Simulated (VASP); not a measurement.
# LiCl (Fm-3m) in VASP: further runs

LiCl is run at these levels: PBE-based global hybrid, LDA; tasks: single point.

Everything below comes from runs of VASP 6.6.1. Logs are shortened: lines on timing, memory, paths and dates and some standing lists are left out, and cuts for length are marked.

**1. The cell of the first run**

Symmetry: Fm-3m, No. 225, cubic system. The conventional cell has a = 5.112 Å, b = 5.112 Å, c = 5.112 Å, α = 90.00°, β = 90.00°, γ = 90.00°. Within 3.4 Å of Li (site symmetry m-3m) lie 6 Cl at 2.56 Å. Within 3.4 Å of Cl (site symmetry m-3m) lie 6 Li at 2.56 Å.

**2. Single point, PBE-based global hybrid**

POSCAR

```
LiCl
1.0
    0.0000000000      2.5560252063      2.5560252063
    2.5560252063      0.0000000000      2.5560252063
    2.5560252063      2.5560252063      0.0000000000
Li Cl
1 1
Direct
    0.0000000000      0.0000000000      0.0000000000
    0.5000000000      0.5000000000      0.5000000000
```

INCAR.step1

```
SYSTEM = LiCl
PREC = Accurate
ENCUT = 520
EDIFF = 1E-5
ISMEAR = 0
SIGMA = 0.01
LREAL = .False.
LASPH = .True.
NELM = 80
ALGO = Normal
ISIF = 2
LWAVE = .True.
LCHARG = .False.
NBANDS = 12
GGA = PE
```

INCAR.step2

```
SYSTEM = LiCl
PREC = Accurate
ENCUT = 520
EDIFF = 1E-6
ISMEAR = 0
SIGMA = 0.01
LREAL = .False.
LASPH = .True.
NELM = 80
ALGO = Normal
ISIF = 2
LWAVE = .False.
LCHARG = .False.
GGA = PE
LHFCALC = .True.
AEXX = 0.35
PRECFOCK = Normal
NBANDS = 12
ISTART = 1
```

KPOINTS

```
regular mesh
0
Gamma
  4 4 4
  0 0 0
```

Potentials or basis: VASP PAW PBE potentials, release 64 (Li_sv, Cl).

On the command line:

```
> cat potpaw_PBE.64/Li_sv/POTCAR potpaw_PBE.64/Cl/POTCAR > POTCAR
> cp INCAR.step1 INCAR
> mpirun -np 1 vasp_std > vasp.out
> cp INCAR.step2 INCAR
> mpirun -np 1 vasp_std > vasp.out
```

OUTCAR:

```text
SYSTEM = LiCl
   PREC = Accurate
   ENCUT = 520
   EDIFF = 1E-6
   ISMEAR = 0
   LREAL = .False.
   LASPH = .True.
   NELM = 80
   ISIF = 2
   GGA = PE
   LHFCALC = .True.
   AEXX = 0.35
   PRECFOCK = Normal
   ISTART = 1

 ion  position               nearest neighbor table
   1  0.000  0.000  0.000-   2 2.56   2 2.56   2 2.56   2 2.56   2 2.56   2 2.56
   2  0.500  0.500  0.500-   1 2.56   1 2.56   1 2.56   1 2.56   1 2.56   1 2.56

  LATTYP: Found a face centered cubic cell.
 ALAT       =     5.1120504126

  Lattice vectors:

 A1 = (   0.0000000000,   2.5560252063,   2.5560252063)
 A2 = (   2.5560252063,   0.0000000000,   2.5560252063)
 A3 = (   2.5560252063,   2.5560252063,   0.0000000000)

Analysis of symmetry for initial positions (statically):
=====================================================================
 Subroutine PRICEL returns:
 Original cell was already a primitive cell.

 Routine SETGRP: Setting up the symmetry group for a
 face centered cubic supercell.

 Subroutine GETGRP returns: Found 48 space group operations
 (whereof 48 operations were pure point group operations)
 out of a pool of 48 trial point group operations.

The static configuration has the point symmetry O_h .

Analysis of symmetry for dynamics (positions and initial velocities):
=====================================================================
 Subroutine PRICEL returns:
 Original cell was already a primitive cell.

 Routine SETGRP: Setting up the symmetry group for a
 face centered cubic supercell.

 Subroutine GETGRP returns: Found 48 space group operations
 (whereof 48 operations were pure point group operations)
 out of a pool of 48 trial point group operations.

The dynamic configuration has the point symmetry O_h .

 Subroutine INISYM returns: Found 48 space group operations
 (whereof 48 operations are pure point group operations),
 and found     1 'primitive' translations

----------------------------------------------------------------------------------------

                                     Primitive cell

  volume of cell :      33.3984

  direct lattice vectors                    reciprocal lattice vectors
     0.000000000  2.556025206  2.556025206    -0.195616224  0.195616224  0.195616224
     2.556025206  0.000000000  2.556025206     0.195616224 -0.195616224  0.195616224
     2.556025206  2.556025206  0.000000000     0.195616224  0.195616224 -0.195616224

  length of vectors
     3.614765513  3.614765513  3.614765513     0.338817239  0.338817239  0.338817239
[... 82 lines left out ...]
   IMIX   =      1    mixing-type and parameters
     AMIX     =   0.40;   BMIX     =  1.00
     AMIX_MAG =   1.60;   BMIX_MAG =  1.00
  volume/ion in A,a.u.               =      16.70       112.69
  Fermi-wavevector in a.u.,A,eV,Ry     =   1.095216  2.069658 16.320156  1.199498
  Thomas-Fermi vector in A             =   2.231535
   LORBIT       =      0    0 simple, 1 ext, 2 COOP (PROOUT), +10 PAW based schemes
   GGA     = PE    functional components
   LHFCALC =     T    Hartree Fock is set to
   PRECFOCK=normal    Normal, Fast or Accurate (Low or Medium for compatibility)
   ENCUT4O =  -1.0   cutoff for four orbital integrals eV
   NKREDX  =     1    reduce k-point grid by
   NKREDY  =     1    reduce k-point grid by
   NKREDZ  =     1    reduce k-point grid by
   AEXX    =    0.3500 exact exchange contribution
   HFSCREEN=    0.0000 screening length (either q_TF or 0.3 A-1)
   HFSCREENC=   0.0000 screening length for correlation (either q_TF or 0.3 A-1)
   ENCUTFOCK=  -1.0 apply spherical cutoff to Coloumb kernel
   IVDW    =     0    specifies the selected vdW correction
   LEPSILON=     F    determine dielectric tensor
   LRPA    =     F    only Hartree local field effects (RPA)
 non-spin polarized calculation
 Gauss-broadening in eV      SIGMA  =   0.01
  energy-cutoff  :      520.00
  volume of cell :       33.40
 maximum number of plane-waves:       934
 NGX is ok and might be reduce to    28
  NGX = 24; NGY = 24; NGZ = 24

 number of electron      10.0000003 magnetization

 Free energy of the ion-electron system (eV)
  ---------------------------------------------------
  ext. energy  EPLUGINS =         0.00000000
  ---------------------------------------------------
  free energy    TOTEN  =        -9.65400153 eV

  energy without entropy =       -9.65400153  energy(sigma->0) =       -9.65400153

 E-fermi :  -1.2023     XC(G=0):  -6.1841

 val. band max:       -1.2749232017   @ k =   0.0000   0.0000   0.0000
 cond. band min:       8.1391630733   @ k =   0.0000   0.0000   0.0000
 fundamental gap:      9.4140862750
 Fermi energy:        -1.2023061147

 k-point     1 :       0.0000    0.0000    0.0000
  band No.  band energies     occupation
      1     -48.6483      2.00000
      2     -16.5126      2.00000
      3      -1.2749      2.00000
      4      -1.2749      2.00000
      5      -1.2749      2.00000
      6       8.1392      0.00000
      7      13.9145      0.00000
      8      13.9145      0.00000
      9      13.9145      0.00000
     10      16.7865      0.00000
     11      16.7866      0.00000
     12      16.7891      0.00000
[... 91 lines left out ...]
 k-point     8 :      -0.2500    0.5000    0.2500
  band No.  band energies     occupation
      1     -48.6436      2.00000
      2     -15.5753      2.00000
      3      -3.6690      2.00000
      4      -3.6690      2.00000
      5      -2.4762      2.00000
      6      11.5314      0.00000
      7      12.1696      0.00000
      8      12.3933      0.00000
      9      12.3933      0.00000
     10      18.3079      0.00000
     11      18.3079      0.00000
     12      21.3483      0.00000

------------------------ aborting loop because EDIFF is reached ----------------------------------------

  FORCE on cell =-STRESS in cart. coord.  units (eV):
  Direction    XX          YY          ZZ          XY          YZ          ZX
  --------------------------------------------------------------------------------------
  -------------------------------------------------------------------------------------
  Total       -0.1011631     -0.1011631     -0.1011631     -0.0000000      0.0000000      0.0000000
  in kB       -4.8529674     -4.8529674     -4.8529674     -0.0000000      0.0000000      0.0000000
  external PRESSURE =      -4.8529674 kB  Pullay stress =       0.0000000 kB

 VOLUME and BASIS-vectors are now :
 -----------------------------------------------------------------------------
  energy-cutoff  :      520.00
  volume of cell :       33.40
      direct lattice vectors                 reciprocal lattice vectors
     0.000000000  2.556025206  2.556025206    -0.195616224  0.195616224  0.195616224
     2.556025206  0.000000000  2.556025206     0.195616224 -0.195616224  0.195616224
     2.556025206  2.556025206  0.000000000     0.195616224  0.195616224 -0.195616224

 POSITION                                       TOTAL-FORCE (eV/Angst)
 -----------------------------------------------------------------------------------
      0.00000      0.00000      0.00000        -0.000000     -0.000000     -0.000000
      2.55603      2.55603      2.55603         0.000000      0.000000      0.000000
 -----------------------------------------------------------------------------------
    total drift:                               -0.000002      0.000001     -0.000001

  FREE ENERGIE OF THE ION-ELECTRON SYSTEM (eV)
  ---------------------------------------------------
  free  energy   TOTEN  =        -9.6540015272 eV

  energy  without entropy=       -9.6540015272  energy(sigma->0) =       -9.65400153
```

It took 2.8 min on 1 thread of AMD EPYC 7R43 (Zen 3), shared host; peak memory 0.12 GiB.

What came out:

```
Free energy            : -9.6540 eV
Band gap on the k mesh : 9.41 eV, direct
```

Caveat: the k points lie up to 0.53 Å⁻¹ apart; the cutoff is under 1.25 times the usual one of these potentials, so pressure, stress and relaxed cells hold a basis-set (Pulay) error; the PAW data sets were made with another functional, which shifts forces and pressure a little. A k mesh can miss the band edges.

**3. Single point, LDA**

INCAR

```
  ALGO = Normal
  EDIFF = 1E-6
  ENCUT = 750
  GGA = CA
  GGA_COMPAT = F
  ISIF = 2
  ISMEAR = 0
  LASPH = T
  LCHARG = F
  LREAL = F
  LWAVE = F
  NBANDS = 12
  NELM = 120
  PREC = Accurate
  SIGMA = 0.01
```

KPOINTS

```
k-points
0
Gamma
  4 4 4
```

POSCAR is that of step 2.

Potentials or basis: VASP PAW LDA potentials, release 64 (Li_sv, Cl).

On the command line:

```
> cat potpaw_LDA.64/Li_sv/POTCAR potpaw_LDA.64/Cl/POTCAR > POTCAR
> mpirun -np 1 vasp_std > vasp.out
```

It took 8.1 s on 1 thread of AMD EPYC 7R13, shared host; peak memory 0.11 GiB.

The run converged. Its results:

```
Free energy            : -8.0582 eV
Pressure               : -2.9 GPa
Band gap on the k mesh : 6.05 eV, direct
```

Levels at points of the mesh, in eV from the valence-band top:
```tsv
k point	band 3	band 4	band 5	band 6	band 7	band 8
(0.00, 0.00, 0.00)	0.00	0.00	0.00	6.05	11.74	11.74
(0.50, 0.00, 0.00)	-2.94	-0.26	-0.26	6.42	9.21	9.21
(0.50, 0.50, 0.00)	-3.05	-1.16	-1.16	7.64	7.98	12.18
```

Caveat: the k points lie up to 0.53 Å⁻¹ apart. A k mesh can miss the band edges.
